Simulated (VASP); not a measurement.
CuMo7, 8 atoms in the cell. It takes space group Cmmm (No. 65, orthorhombic). Conventional cell: a = 3.175 Å, b = 4.349 Å, c = 17.791 Å, α = 90.00°, β = 90.00°, γ = 90.00°. Cu (site symmetry mmm) has 8 Mo at 2.65 to 3.04 Å and 6 Cu at 2.69 to 3.18 Å within 3.5 Å. Within 3.6 Å of Mo (site symmetry mm2) lie 14 Mo at 2.69 to 3.18 Å. Mo (site symmetry mmm) has 14 Mo at 2.69 to 3.18 Å within 3.6 Å. Within 3.5 Å of Mo (site symmetry mm2) lie 4 Cu at 2.65 to 3.04 Å and 10 Mo at 2.69 to 3.18 Å. Mo (site symmetry mm2) has 14 Mo at 2.69 to 3.18 Å within 3.6 Å. 

```yaml
Program: VASP 6.6.1
Task: single point
Functional: PBE
Potentials_or_basis: VASP PAW PBE potentials, release 64 (Cu, Mo_sv)
Cutoff: 520 eV
k_mesh: 6 × 6 × 1
Occupations: gaussian, width 0.2 eV
Spin: no spin polarisation
Dipole_correction: no
Further_INCAR_settings: ALGO = Fast; EDIFF = 1e-06; NBANDS = 64
```

Potentials or basis: VASP PAW PBE potentials, release 64 (Cu, Mo_sv).

Run with:

```bash
$ cat potpaw_PBE.64/Cu/POTCAR potpaw_PBE.64/Mo_sv/POTCAR > POTCAR
$ mpirun -np 1 vasp_std > vasp.out
```

Hardware: 1 thread of Intel(R) Xeon(R) 6975P-C (Granite Rapids), on a shared host.

Question: Estimate the wall time of this run.

Answer: Wall time 3.5 min on 1 thread of Intel(R) Xeon(R) 6975P-C (Granite Rapids), on a shared host, peak memory 0.26 GiB. Counts: scf iterations 53, k points 13.
